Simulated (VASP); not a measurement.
A run of VASP 6.6.1 is set up as follows.

INCAR

```
PREC = Accurate
ENCUT = 600
EDIFF = 1E-8
ISMEAR = 0
SIGMA = 0.01
LREAL = F
LASPH = T
NELM = 100
ALGO = Normal
ISIF = 3
LWAVE = F
LCHARG = F
METAGGA = R2SCAN
LMIXTAU = T
IBRION = 6
NFREE = 2
POTIM = 0.015
NSW = 1
```

File KPOINTS:

```
Automatic mesh
0
Gamma
  8 8 8
```

POSCAR

```
GaAs
1.0
    0.0000000000      2.8332037258      2.8332037258
    2.8332037258      0.0000000000      2.8332037258
    2.8332037258      2.8332037258      0.0000000000
Ga As
1 1
Direct
    0.0000000000      0.0000000000      0.0000000000
    0.2500000000      0.2500000000      0.2500000000
```

Potentials or basis: VASP PAW PBE potentials, release 64 (Ga_d, As).

Command:

```sh
$ cat potpaw_PBE.64/Ga_d/POTCAR potpaw_PBE.64/As/POTCAR > POTCAR
$ mpirun -np 1 vasp_std > vasp.out
```

(1) What does it give for the elastic constants C11, C12, C44?

(2) Predict the Voigt bulk modulus.

(3) What does it give for the highest phonon frequency at Γ, LO-TO splitting left out?

Results:

(1) 118, 50, 60 GPa.

(2) 73 GPa.

(3) 265 cm⁻¹.

Caveat: the PAW data sets were made with another functional, which shifts forces and pressure a little.
